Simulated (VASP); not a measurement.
# TaN (Fm-3m) in VASP: notebook

The runs below take TaN through single point, relaxation of cell and atoms, with revPBE+D3(BJ), PBE, r2SCAN+rVV10.

Everything below comes from runs of VASP 6.6.1. Logs are shortened: lines on timing, memory, paths and dates and some standing lists are left out, and cuts for length are marked.

## (1) The cell of the first run

It takes space group Fm-3m (No. 225, cubic). Conventional cell: a = 4.371 Å, b = 4.371 Å, c = 4.371 Å, α = 90.00°, β = 90.00°, γ = 90.00°. Within 2.9 Å of Ta (site symmetry m-3m) lie 6 N at 2.19 Å. N (site symmetry m-3m) has 6 Ta at 2.19 Å within 2.9 Å.

## (2) Single point, revPBE+D3(BJ)

INCAR

```
SYSTEM = TaN
PREC     = Accurate       ! precision mode
ENCUT    = 520            ! plane-wave cutoff, eV
EDIFF    = 1E-7           ! SCF threshold, eV
ISMEAR   = 0              ! smearing method
SIGMA    = 0.1            ! smearing width, eV
LREAL    = .False.        ! projectors in reciprocal space
LASPH    = .True.         ! aspherical terms in the spheres
NELM     = 100            ! most SCF steps
ALGO     = Normal         ! electronic algorithm
ISIF     = 2              ! what is computed and relaxed
LWAVE    = .False.        ! write WAVECAR
LCHARG   = .True.         ! write CHGCAR
GGA      = RE             ! functional
IVDW     = 12             ! dispersion correction
LELF     = .True.         ! ELF
LVHAR    = .True.       
NBANDS   = 15             ! bands
```

KPOINTS

```
Automatic mesh
0
Gamma
  13 13 13
  0 0 0
```

POSCAR

```
TaN
1.0
    0.0000000000      2.1854589839      2.1854589839
    2.1854589839      0.0000000000      2.1854589839
    2.1854589839      2.1854589839      0.0000000000
Ta N
1 1
Direct
    0.5000000000      0.5000000000      0.5000000000
    0.0000000000      0.0000000000      0.0000000000
```

Potentials or basis: VASP PAW PBE potentials, release 64 (Ta_pv, N).

Command:

```console
$ cat potpaw_PBE.64/Ta_pv/POTCAR potpaw_PBE.64/N/POTCAR > POTCAR
$ mpirun -np 1 vasp_std > vasp.out
```

OUTCAR:

```text
SYSTEM = TaN
   PREC = Accurate
   ENCUT = 520
   EDIFF = 1E-7
   ISMEAR = 0
   LREAL = .False.
   LASPH = .True.
   NELM = 100
   ISIF = 2
   GGA = RE
   IVDW = 12
 IVDW          = 12

 ion  position               nearest neighbor table
   1  0.500  0.500  0.500-   2 2.19   2 2.19   2 2.19   2 2.19   2 2.19   2 2.19
   2  0.000  0.000  0.000-   1 2.19   1 2.19   1 2.19   1 2.19   1 2.19   1 2.19

  LATTYP: Found a face centered cubic cell.
 ALAT       =     4.3709179678

  Lattice vectors:

 A1 = (   0.0000000000,   2.1854589839,   2.1854589839)
 A2 = (   2.1854589839,   0.0000000000,   2.1854589839)
 A3 = (   2.1854589839,   2.1854589839,   0.0000000000)

Analysis of symmetry for initial positions (statically):
=====================================================================
 Subroutine PRICEL returns:
 Original cell was already a primitive cell.

 Routine SETGRP: Setting up the symmetry group for a
 face centered cubic supercell.

 Subroutine GETGRP returns: Found 48 space group operations
 (whereof 48 operations were pure point group operations)
 out of a pool of 48 trial point group operations.

The static configuration has the point symmetry O_h .

Analysis of symmetry for dynamics (positions and initial velocities):
=====================================================================
 Subroutine PRICEL returns:
 Original cell was already a primitive cell.

 Routine SETGRP: Setting up the symmetry group for a
 face centered cubic supercell.

 Subroutine GETGRP returns: Found 48 space group operations
 (whereof 48 operations were pure point group operations)
 out of a pool of 48 trial point group operations.

The dynamic configuration has the point symmetry O_h .

 Subroutine INISYM returns: Found 48 space group operations
 (whereof 48 operations are pure point group operations),
 and found     1 'primitive' translations

----------------------------------------------------------------------------------------

                                     Primitive cell

  volume of cell :      20.8765

  direct lattice vectors                    reciprocal lattice vectors
     0.000000000  2.185458984  2.185458984    -0.228784893  0.228784893  0.228784893
     2.185458984  0.000000000  2.185458984     0.228784893 -0.228784893  0.228784893
     2.185458984  2.185458984  0.000000000     0.228784893  0.228784893 -0.228784893

  length of vectors
     3.090705735  3.090705735  3.090705735     0.396267059  0.396267059  0.396267059

  position of ions in fractional coordinates (direct lattice)
     0.500000000  0.500000000  0.500000000
     0.000000000  0.000000000  0.000000000

  ion indices of the primitive-cell ions
   primitive index   ion index
                 1           1
                 2           2

----------------------------------------------------------------------------------------

 KPOINTS: Automatic mesh

Automatic generation of k-mesh.
 Grid dimensions read from file:
 generate k-points for:   13   13   13

 Generating k-lattice:

  Cartesian coordinates                     Fractional coordinates (reciprocal lattice)
    -0.017598838  0.017598838  0.017598838     0.076923077  0.000000000  0.000000000
     0.017598838 -0.017598838  0.017598838     0.000000000  0.076923077  0.000000000
     0.017598838  0.017598838 -0.017598838     0.000000000  0.000000000  0.076923077

  Length of vectors
     0.030482081  0.030482081  0.030482081

  Shift w.r.t. Gamma in fractional coordinates (k-lattice)
     0.000000000  0.000000000  0.000000000

 Subroutine IBZKPT returns following result:
 ===========================================

 Found     84 irreducible k-points:

 Following reciprocal coordinates:
            Coordinates               Weight
  0.000000  0.000000  0.000000      1.000000
  0.076923  0.000000  0.000000      8.000000
  0.153846  0.000000  0.000000      8.000000
  0.230769  0.000000  0.000000      8.000000
  0.307692  0.000000  0.000000      8.000000
  0.384615  0.000000  0.000000      8.000000
[... 16 lines left out ...]
  0.384615  0.153846  0.000000     24.000000
  0.461538  0.153846  0.000000     24.000000
 [... further k-points ...]
   k-points           NKPTS =     84   k-points in BZ     NKDIM =     84   number of bands    NBANDS=     15
   number of dos      NEDOS =    301   number of ions     NIONS =      2
   total plane-waves  NPLWV =  13824
   dimension x,y,z NGX =    24 NGY =   24 NGZ =   24
   dimension x,y,z NGXF=    48 NGYF=   48 NGZF=   48
   ions per type =               1   1
   NGX,Y,Z   is equivalent  to a cutoff of  12.91, 12.91, 12.91 a.u.
   NGXF,Y,Z  is equivalent  to a cutoff of  25.82, 25.82, 25.82 a.u.
 SYSTEM =  TaN
   PREC   = accura    normal or accurate (medium, high low for compatibility)
   ISTART =      0    job   : 0-new  1-cont  2-samecut
   ICHARG =      2    charge: 1-file 2-atom 10-const
   ISPIN  =      1    spin polarized calculation?
   LNONCOLLINEAR =      F non collinear calculations
   LSORBIT =      F    spin-orbit coupling
   LASPH  =      T    aspherical Exc in radial PAW
   ENCUT  =  520.0 eV  38.22 Ry    6.18 a.u.   5.75  5.75  5.75*2*pi/ulx,y,z
   NELM   =    100;   NELMIN=  2; NELMDL= -5     # of ELM steps
   EDIFF  = 0.1E-06   stopping-criterion for ELM
   LREAL  =      F    real-space projection
   EDIFFG = 0.1E-05   stopping-criterion for IOM
   NSW    =      0    number of steps for IOM
   IBRION =     -1    ionic relax: 0-MD 1-quasi-New 2-CG
   NFREE  =      0    steps in history (QN), initial steepest desc. (CG)
   ISIF   =      2    stress and relaxation
   ISYM   =      2    0-nonsym 1-usesym 2-fastsym
   POTIM  = 0.5000    time-step for ionic-motion
   TEBEG  =    0.0;   TEEND  =   0.0 temperature during run
   PSTRESS=    0.0 pullay stress
   NELECT =      16.0000    total number of electrons
   NUPDOWN=      -1.0000    fix difference up-down
   EMIN   =  10.00;   EMAX   =-10.00  energy-range for DOS
   EFERMI =   0.00;   METHOD = LEGACY
   ISMEAR =     0;   SIGMA  =   0.10  broadening in eV -4-tet -1-fermi 0-gaus
   EFERMI_NEDOS =   21; number of points for ismear=-14 and -15
   IALGO  =     38    algorithm
   IMIX   =      4    mixing-type and parameters
     AMIX     =   0.40;   BMIX     =  1.00
     AMIX_MAG =   1.60;   BMIX_MAG =  1.00
  volume/ion in A,a.u.               =      10.44        70.44
  Fermi-wavevector in a.u.,A,eV,Ry     =   1.498174  2.831138 30.538609  2.244524
  Thomas-Fermi vector in A             =   2.609967
   LORBIT       =      0    0 simple, 1 ext, 2 COOP (PROOUT), +10 PAW based schemes
   GGA     = RE    functional components
   LHFCALC =     F    Hartree Fock is set to
   AEXX    =    0.0000 exact exchange contribution
   IVDW    =    12    specifies the selected vdW correction
   LEPSILON=     F    determine dielectric tensor
   LRPA    =     F    only Hartree local field effects (RPA)
 non-spin polarized calculation
 Gauss-broadening in eV      SIGMA  =   0.10
  energy-cutoff  :      520.00
  volume of cell :       20.88
 maximum number of plane-waves:       572
   NGX = 11   NGY = 11   NGZ = 11

 number of electron      16.0000001 magnetization

 Free energy of the ion-electron system (eV)
  ---------------------------------------------------
  ext. energy  EPLUGINS =         0.00000000
  ---------------------------------------------------
  free energy    TOTEN  =       -20.93334522 eV

  energy without entropy =      -20.93101796  energy(sigma->0) =      -20.93218159

 E-fermi :   9.9006     XC(G=0): -13.4967

 val. band max:        9.7539477523   @ k =   0.2308   0.1538   0.0769
 cond. band min:       9.9111040034   @ k =  -0.3077   0.3077   0.0000
 fundamental gap:      0.1571562511
 Fermi energy:         9.9005816224

 k-point     1 :       0.0000    0.0000    0.0000
  band No.  band energies     occupation
      1     -25.9349      2.00000
      2     -25.9349      2.00000
      3     -25.9349      2.00000
      4      -9.2358      2.00000
      5       5.9462      2.00000
      6       5.9462      2.00000
      7       5.9462      2.00000
      8       7.6830      2.00000
      9       7.6830      2.00000
     10       7.6830      2.00000
     11       9.9133      0.85747
     12       9.9133      0.85745
     13      11.4877      0.00000
     14      19.2232      0.00000
     15      22.2762      0.00000

 k-point     2 :       0.0769    0.0000    0.0000
  band No.  band energies     occupation
      1     -25.9915      2.00000
      2     -25.9400      2.00000
      3     -25.9400      2.00000
      4      -9.0878      2.00000
      5       5.2108      2.00000
      6       5.4490      2.00000
      7       5.4490      2.00000
      8       7.9160      2.00000
      9       7.9160      2.00000
     10       7.9954      2.00000
     11      10.5018      0.00000
     12      10.5018      0.00000
     13      11.9214      0.00000
     14      19.6771      0.00000
     15      22.2760      0.00000

 k-point     3 :       0.1538    0.0000    0.0000
  band No.  band energies     occupation
      1     -26.1452      2.00000
      2     -25.9539      2.00000
      3     -25.9539      2.00000
      4      -8.6687      2.00000
      5       3.8395      2.00000
      6       4.5219      2.00000
      7       4.5219      2.00000
      8       8.4127      2.00000
      9       8.4493      2.00000
     10       8.4493      2.00000
     11      11.8414      0.00000
     12      11.8414      0.00000
     13      12.9532      0.00000
     14      20.8755      0.00000
     15      22.2758      0.00000
[... 343 lines left out ...]
 k-point    23 :       0.3846    0.1538    0.0000
  band No.  band energies     occupation
      1     -26.6033      2.00000
      2     -26.0813      2.00000
      3     -26.0722      2.00000
      4      -7.1787      2.00000
      5       0.8425      2.00000
      6       2.8205      2.00000
      7       3.3665      2.00000
      8       7.9432      2.00000
      9      11.7027      0.00000
     10      11.7741      0.00000
     11      14.0163      0.00000
     12      14.3523      0.00000
     13      17.6266      0.00000
     14      21.6714      0.00000
     15      22.2938      0.00000

 k-point    24 :       0.4615    0.1538    0.0000
  band No.  band energies     occupation
      1     -26.7212      2.00000
      2     -26.1198      2.00000
      3     -26.0738      2.00000
      4      -6.7411      2.00000
      5       0.3166      2.00000
      6       2.4513      2.00000
      7       2.8274      2.00000
      8       8.9285      2.00000
      9      12.1169      0.00000
     10      12.1788      0.00000
     11      14.9368      0.00000
     12      15.5304      0.00000
     13      17.8317      0.00000
     14      20.6790      0.00000
     15      22.2845      0.00000

 [... further k-points ...]

------------------------ aborting loop because EDIFF is reached ----------------------------------------

 Edisp (eV)   -1.78747

 E8    (eV) :    -1.2706

  FORCE on cell =-STRESS in cart. coord.  units (eV):
  Direction    XX          YY          ZZ          XY          YZ          ZX
  --------------------------------------------------------------------------------------
  -------------------------------------------------------------------------------------
  Total       0.12051     0.12051     0.12051    -0.00000     0.00000     0.00000
  in kB       9.24874     9.24874     9.24874    -0.00000     0.00000     0.00000
  external pressure =        9.25 kB  Pullay stress =        0.00 kB

 VOLUME and BASIS-vectors are now :
 -----------------------------------------------------------------------------
  energy-cutoff  :      520.00
  volume of cell :       20.88
      direct lattice vectors                 reciprocal lattice vectors
     0.000000000  2.185458984  2.185458984    -0.228784893  0.228784893  0.228784893
     2.185458984  0.000000000  2.185458984     0.228784893 -0.228784893  0.228784893
     2.185458984  2.185458984  0.000000000     0.228784893  0.228784893 -0.228784893

 POSITION                                       TOTAL-FORCE (eV/Angst)
 -----------------------------------------------------------------------------------
      2.18546      2.18546      2.18546         0.000000     -0.000000      0.000000
      0.00000      0.00000      0.00000        -0.000000      0.000000      0.000000
 -----------------------------------------------------------------------------------
    total drift:                                0.000000     -0.000000     -0.000000

  FREE ENERGIE OF THE ION-ELECTRON SYSTEM (eV)
  ---------------------------------------------------
  free  energy   TOTEN  =       -22.7208103901 eV

  energy  without entropy=      -22.7184831350  energy(sigma->0) =      -22.71964676
```

It took 9 s on 1 thread of Intel Xeon 6975P-C (Granite Rapids), shared host; peak memory 0.17 GiB.

Results:

| Quantity | Value |
| --- | --- |
| Free energy | -22.7208 eV |
| Pressure | 0.9 GPa |
| Band gap on the k mesh | zero (band 8 reaches 11.64 eV, above the bottom of band 9 at 7.68 eV) |
| Dispersion energy per atom | -0.894 eV |

Caveat: the PAW data sets were made with another functional, which shifts forces and pressure a little; spin-orbit coupling is left out, which moves the levels of the heavy elements; pairwise dispersion overbinds metals, which lowers pressure and volume.

[end of part 1 of 5]
